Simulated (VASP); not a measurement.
CdSe, 4 atoms in the cell. The structure is hexagonal, space group P6_3mc (No. 186). Conventional cell: a = 4.199 Å, b = 4.199 Å, c = 6.861 Å, α = 90.00°, β = 90.00°, γ = 120.00°. Within 3.4 Å of Cd (site symmetry 3m) lie 4 Se at 2.57 Å. Se (site symmetry 3m) has 4 Cd at 2.57 Å within 3.4 Å. 

| Quantity | Value |
| --- | --- |
| Program | VASP 6.6.1 |
| Task | relaxation of shape and atoms at fixed volume |
| Functional | PBE |
| Potentials or basis | VASP PAW PBE potentials, release 64 (Cd, Se) |
| Cutoff | 600 eV |
| k mesh | 10 × 10 × 6 |
| Occupations | gaussian, width 0.05 eV |
| Spin | no spin polarisation |
| Dipole correction | no |
| Further INCAR settings | ALGO = Normal; EDIFF = 1e-06; IBRION = 2; EDIFFG = -0.01; NSW = 60; ISIF = 4 |

Potentials or basis: VASP PAW PBE potentials, release 64 (Cd, Se).

Run with:

```bash
$ cat potpaw_PBE.64/Cd/POTCAR potpaw_PBE.64/Se/POTCAR > POTCAR
$ mpirun -np 1 vasp_std > vasp.out
```

Hardware: 1 thread of Intel(R) Xeon(R) 6975P-C (Granite Rapids), on a shared host.

Estimate the wall time of this run.

Wall time 62 s on 1 thread of Intel(R) Xeon(R) 6975P-C (Granite Rapids) (shared host), peak memory 0.34 GiB. Counts: scf iterations 14, k points 56, ion steps 1.
